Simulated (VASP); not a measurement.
Set up this calculation in VASP 6.6.1, as the native input.

- Task: relaxation of cell and atoms
- Functional: PBE
- Potentials or basis: VASP PAW PBE potentials, release 64 (Si, O)
- Cutoff: 600 eV
- k mesh: 3 × 4 × 2
- Occupations: gaussian, width 0.1 eV
- Spin: no spin polarisation
- Dipole correction: no
- Further INCAR settings: LREAL = Auto; ALGO = Normal; EDIFF = 1e-06; ISYM = 0; IBRION = 2; EDIFFG = -0.04; NSW = 45; ISIF = 3

The structure of Si5O12 lies in POSCAR:

```
Si5O12
1.0
   -3.1326736989      4.3716496764     -0.0068029612
    0.0016232672     -0.0076838500      4.8355083361
    8.3150162412      3.7463765316     -0.0038447612
Si O
5 12
Direct
    0.7719708119      0.0024199629      0.7600223964
    0.9095490973      0.6796879300      0.4997073848
    0.5776182073      0.6929563404      0.9991624603
    0.7389958648      0.2567510727      0.2465567576
    0.2654956672      0.3645817329      0.7338410477
    0.4155973337      0.9193817166      0.0845795810
    0.7559148569      0.7681527730      0.6291784492
    0.4990980861      0.0306867296      0.2358124778
    0.0278260051      0.1841475972      0.7682363699
    0.7252360174      0.4361471311      0.0946093156
    0.1749891841      0.5329935676      0.5772218058
    0.9987567715      0.0531638616      0.2782549668
    0.5124117237      0.1823309479      0.7200447401
    0.7333580395      0.4777389220      0.3802574437
    0.3436556591      0.5829769944      0.8717626123
    0.9751501104      0.9908254486      0.4346668789
    0.7862518650      0.8506716120      0.9212635751
```

This cell differs from its parent crystal: atoms taken out.

These files were run (other wordings do the same):

INCAR

```
PREC     = Accurate       # precision mode
ENCUT    = 600            # plane-wave cutoff, eV
EDIFF    = 1E-6           # SCF threshold, eV
ISMEAR   = 0              # smearing method
SIGMA    = 0.1            # smearing width, eV
LREAL    = Auto         
LASPH    = T              # aspherical terms in the spheres
NELM     = 80             # most SCF steps
ALGO     = Normal         # electronic algorithm
ISIF     = 3              # what is computed and relaxed
LWAVE    = F              # write WAVECAR
LCHARG   = F              # write CHGCAR
GGA      = PE             # functional
IBRION   = 2              # ionic algorithm
NSW      = 45             # ionic steps
EDIFFG   = -0.04          # ionic threshold
ISYM     = 0
```

KPOINTS

```
regular mesh
0
Gamma
  3 4 2
```

Potentials or basis: VASP PAW PBE potentials, release 64 (Si, O).

Command:

```console
$ cat potpaw_PBE.64/Si/POTCAR potpaw_PBE.64/O/POTCAR > POTCAR
$ mpirun -np 1 vasp_std > vasp.out
```

It gave:

```yaml
Relaxed_volume: 13.67 Å³/atom
Relaxed_cell: a = 5.371 Å, b = 4.834 Å, c = 9.134 Å, α = 90.02°, β = 101.54°, γ = 90.15°
Space_group_after_relaxing_to_0.1_Å: P1 (No. 1)
Energy_gained_by_relaxing: 0.1 meV/atom
Ionic_steps: 9
Pressure_after_relaxing: 0.0 GPa
Largest_force_after_relaxing: 0.032 eV/Å
Band_gap_on_the_k_mesh: 3.44 eV (least direct gap 3.57 eV)
```

Caveat: the cell differs from its parent crystal (atoms taken out); an odd mesh through Γ misses points on the zone boundary, where band edges can lie.

Run time: 40 min on 1 thread of Oxide Virtual Turin-like Processor (shared host), peak memory 0.44 GiB.
